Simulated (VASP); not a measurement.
# CaSe (Fm-3m) in VASP: notebook

CaSe is run at these levels: PBEsol; tasks: single point, relaxation of cell and atoms.

Everything below comes from runs of VASP 6.6.1. Logs are shortened: lines on timing, memory, paths and dates and some standing lists are left out, and cuts for length are marked.

## 1. The cell of the first run

The structure is cubic, space group Fm-3m (No. 225). The conventional cell has a = 5.868 Å, b = 5.868 Å, c = 5.868 Å, α = 90.00°, β = 90.00°, γ = 90.00°. Ca (site symmetry m-3m) has 6 Se at 2.93 Å within 3.9 Å. Se (site symmetry m-3m) has 6 Ca at 2.93 Å within 3.9 Å.

## 2. Single point, PBEsol

File INCAR:

```
SYSTEM = CaSe
ALGO     = Normal         ! electronic algorithm
EDIFF    = 1E-6           ! SCF threshold, eV
ENCUT    = 520            ! plane-wave cutoff, eV
GGA      = PS             ! functional
ISIF     = 2              ! what is computed and relaxed
ISMEAR   = 0              ! smearing method
LASPH    = .TRUE.         ! aspherical terms in the spheres
LCHARG   = .TRUE.         ! write CHGCAR
LELF     = .TRUE.         ! ELF
LREAL    = .FALSE.        ! projectors in reciprocal space
LVHAR    = .TRUE.       
LWAVE    = .FALSE.        ! write WAVECAR
NBANDS   = 15             ! bands
NELM     = 100            ! most SCF steps
PREC     = Accurate       ! precision mode
SIGMA    = 0.02           ! smearing width, eV
```

File KPOINTS:

```
k-points
0
G
  8 8 8
  0 0 0
```

File POSCAR:

```
CaSe
1.0
    0.0000000000      2.9342183079      2.9342183079
    2.9342183079      0.0000000000      2.9342183079
    2.9342183079      2.9342183079      0.0000000000
Ca Se
1 1
Direct
    0.0000000000      0.0000000000      0.0000000000
    0.5000000000      0.5000000000      0.5000000000
```

Potentials or basis: VASP PAW PBE potentials, release 64 (Ca_sv, Se).

Launch:

```
$ cat potpaw_PBE.64/Ca_sv/POTCAR potpaw_PBE.64/Se/POTCAR > POTCAR
$ mpirun -np 1 vasp_std > vasp.out
```

OUTCAR:

```text
SYSTEM = CaSe
   EDIFF = 1E-6
   ENCUT = 520
   GGA = PS
   ISIF = 2
   ISMEAR = 0
   LASPH = .TRUE.
   LREAL = .FALSE.
   NELM = 100
   PREC = Accurate

 ion  position               nearest neighbor table
   1  0.000  0.000  0.000-   2 2.93   2 2.93   2 2.93   2 2.93   2 2.93   2 2.93
   2  0.500  0.500  0.500-   1 2.93   1 2.93   1 2.93   1 2.93   1 2.93   1 2.93

  LATTYP: Found a face centered cubic cell.
 ALAT       =     5.8684366158

  Lattice vectors:

 A1 = (   0.0000000000,   2.9342183079,   2.9342183079)
 A2 = (   2.9342183079,   0.0000000000,   2.9342183079)
 A3 = (   2.9342183079,   2.9342183079,   0.0000000000)

Analysis of symmetry for initial positions (statically):
=====================================================================
 Subroutine PRICEL returns:
 Original cell was already a primitive cell.

 Routine SETGRP: Setting up the symmetry group for a
 face centered cubic supercell.

 Subroutine GETGRP returns: Found 48 space group operations
 (whereof 48 operations were pure point group operations)
 out of a pool of 48 trial point group operations.

The static configuration has the point symmetry O_h .

Analysis of symmetry for dynamics (positions and initial velocities):
=====================================================================
 Subroutine PRICEL returns:
 Original cell was already a primitive cell.

 Routine SETGRP: Setting up the symmetry group for a
 face centered cubic supercell.

 Subroutine GETGRP returns: Found 48 space group operations
 (whereof 48 operations were pure point group operations)
 out of a pool of 48 trial point group operations.

The dynamic configuration has the point symmetry O_h .

 Subroutine INISYM returns: Found 48 space group operations
 (whereof 48 operations are pure point group operations),
 and found     1 'primitive' translations

----------------------------------------------------------------------------------------

                                     Primitive cell

  volume of cell :      50.5251

  direct lattice vectors                    reciprocal lattice vectors
     0.000000000  2.934218308  2.934218308    -0.170403136  0.170403136  0.170403136
     2.934218308  0.000000000  2.934218308     0.170403136 -0.170403136  0.170403136
     2.934218308  2.934218308  0.000000000     0.170403136  0.170403136 -0.170403136

  length of vectors
     4.149611326  4.149611326  4.149611326     0.295146889  0.295146889  0.295146889

  position of ions in fractional coordinates (direct lattice)
[... 90 lines left out ...]
   NELECT =      16.0000    total number of electrons
   NUPDOWN=      -1.0000    fix difference up-down
   EMIN   =  10.00;   EMAX   =-10.00  energy-range for DOS
   EFERMI =   0.00;   METHOD = LEGACY
   ISMEAR =     0;   SIGMA  =   0.02  broadening in eV -4-tet -1-fermi 0-gaus
   EFERMI_NEDOS =   21; number of points for ismear=-14 and -15
   IALGO  =     38    algorithm
   IMIX   =      4    mixing-type and parameters
     AMIX     =   0.40;   BMIX     =  1.00
     AMIX_MAG =   1.60;   BMIX_MAG =  1.00
  volume/ion in A,a.u.               =      25.26       170.48
  Fermi-wavevector in a.u.,A,eV,Ry     =   1.115867  2.108683 16.941417  1.245159
  Thomas-Fermi vector in A             =   2.252476
   LORBIT       =      0    0 simple, 1 ext, 2 COOP (PROOUT), +10 PAW based schemes
   GGA     = PS    functional components
   LHFCALC =     F    Hartree Fock is set to
   AEXX    =    0.0000 exact exchange contribution
   IVDW    =     0    specifies the selected vdW correction
   LEPSILON=     F    determine dielectric tensor
   LRPA    =     F    only Hartree local field effects (RPA)
 non-spin polarized calculation
 Gauss-broadening in eV      SIGMA  =   0.02
  energy-cutoff  :      520.00
  volume of cell :       50.53
 maximum number of plane-waves:      1380
   NGX = 15   NGY = 15   NGZ = 15

 number of electron      16.0000001 magnetization

 Free energy of the ion-electron system (eV)
  ---------------------------------------------------
  ext. energy  EPLUGINS =         0.00000000
  ---------------------------------------------------
  free energy    TOTEN  =       -10.07401995 eV

  energy without entropy =      -10.07401995  energy(sigma->0) =      -10.07401995

 E-fermi :   2.6453     XC(G=0):  -9.4288

 val. band max:        2.5098013753   @ k =   0.0000   0.0000   0.0000
 cond. band min:       4.3756094543   @ k =   0.5000   0.5000   0.0000
 fundamental gap:      1.8658080790
 Fermi energy:         2.6452678368

 k-point     1 :       0.0000    0.0000    0.0000
  band No.  band energies     occupation
      1     -36.9601      2.00000
      2     -18.0395      2.00000
      3     -18.0395      2.00000
      4     -18.0395      2.00000
      5      -9.3998      2.00000
      6       2.5098      2.00000
      7       2.5098      2.00000
      8       2.5098      2.00000
      9       5.8207      0.00000
     10       6.1460      0.00000
     11       6.1460      0.00000
     12       6.1460      0.00000
     13       6.7718      0.00000
     14       6.7718      0.00000
[... 401 lines left out ...]
      2     -18.1480      2.00000
      3     -18.0774      2.00000
      4     -18.0589      2.00000
      5      -8.6643      2.00000
      6      -0.4474      2.00000
      7       0.7994      2.00000
      8       1.2083      2.00000
      9       6.9424      0.00000
     10       7.2446      0.00000
     11       8.2823      0.00000
     12       8.5716      0.00000
     13       8.9294      0.00000
     14       9.7903      0.00000
     15      11.2584      0.00000

 [... further k-points ...]

------------------------ aborting loop because EDIFF is reached ----------------------------------------

  FORCE on cell =-STRESS in cart. coord.  units (eV):
  Direction    XX          YY          ZZ          XY          YZ          ZX
  --------------------------------------------------------------------------------------
  -------------------------------------------------------------------------------------
  Total        0.0638587      0.0638587      0.0638587      0.0000000      0.0000000      0.0000000
  in kB        2.0249937      2.0249937      2.0249937      0.0000000      0.0000000      0.0000000
  external PRESSURE =       2.0249937 kB  Pullay stress =       0.0000000 kB

 VOLUME and BASIS-vectors are now :
 -----------------------------------------------------------------------------
  energy-cutoff  :      520.00
  volume of cell :       50.53
      direct lattice vectors                 reciprocal lattice vectors
     0.000000000  2.934218308  2.934218308    -0.170403136  0.170403136  0.170403136
     2.934218308  0.000000000  2.934218308     0.170403136 -0.170403136  0.170403136
     2.934218308  2.934218308  0.000000000     0.170403136  0.170403136 -0.170403136

 POSITION                                       TOTAL-FORCE (eV/Angst)
 -----------------------------------------------------------------------------------
      0.00000      0.00000      0.00000         0.000000     -0.000000     -0.000000
      2.93422      2.93422      2.93422         0.000000      0.000000      0.000000
 -----------------------------------------------------------------------------------
    total drift:                                0.000000     -0.000000     -0.000000

  FREE ENERGIE OF THE ION-ELECTRON SYSTEM (eV)
  ---------------------------------------------------
  free  energy   TOTEN  =       -10.0740199544 eV

  energy  without entropy=      -10.0740199544  energy(sigma->0) =      -10.07401995
```

OSZICAR:

```text
N       E                     dE             d eps       ncg     rms          rms(c)
DAV:   1     0.107741040128E+03    0.10774E+03   -0.74733E+03   870   0.992E+02
DAV:   2    -0.564742210038E+01   -0.11339E+03   -0.10743E+03  1059   0.246E+02
DAV:   3    -0.100200002456E+02   -0.43726E+01   -0.43283E+01  1179   0.460E+01
DAV:   4    -0.102207502629E+02   -0.20075E+00   -0.20069E+00  1223   0.844E+00
DAV:   5    -0.102219066419E+02   -0.11564E-02   -0.11564E-02  1179   0.715E-01    0.427E+00
DAV:   6    -0.100896461472E+02    0.13226E+00   -0.15637E-01  1024   0.222E+00    0.251E+00
DAV:   7    -0.100732654885E+02    0.16381E-01   -0.79089E-02  1149   0.188E+00    0.727E-01
DAV:   8    -0.100739232783E+02   -0.65779E-03   -0.91100E-03   968   0.748E-01    0.101E-01
DAV:   9    -0.100739854691E+02   -0.62191E-04   -0.50711E-04  1104   0.232E-01    0.394E-02
DAV:  10    -0.100740167654E+02   -0.31296E-04   -0.11399E-04  1024   0.731E-02    0.133E-02
DAV:  11    -0.100740205970E+02   -0.38316E-05   -0.15495E-05  1073   0.365E-02    0.714E-03
DAV:  12    -0.100740199544E+02    0.64259E-06   -0.16557E-06   909   0.920E-03
   1 F= -.10074020E+02 E0= -.10074020E+02  d E =-.786616E-24
```

Run time: 8.6 s. Hardware: 1 thread of Intel Xeon 6975P-C (Granite Rapids), shared host; peak memory 0.18 GiB.

Results:

| Property | Result |
| --- | --- |
| Free energy | -10.0740 eV |
| Pressure | 0.2 GPa |
| Band gap on the k mesh | 1.87 eV (least direct gap 2.84 eV) |

Caveat: the PAW data sets were made with another functional, which shifts forces and pressure a little.

(Part 1 of 2 ends here.)
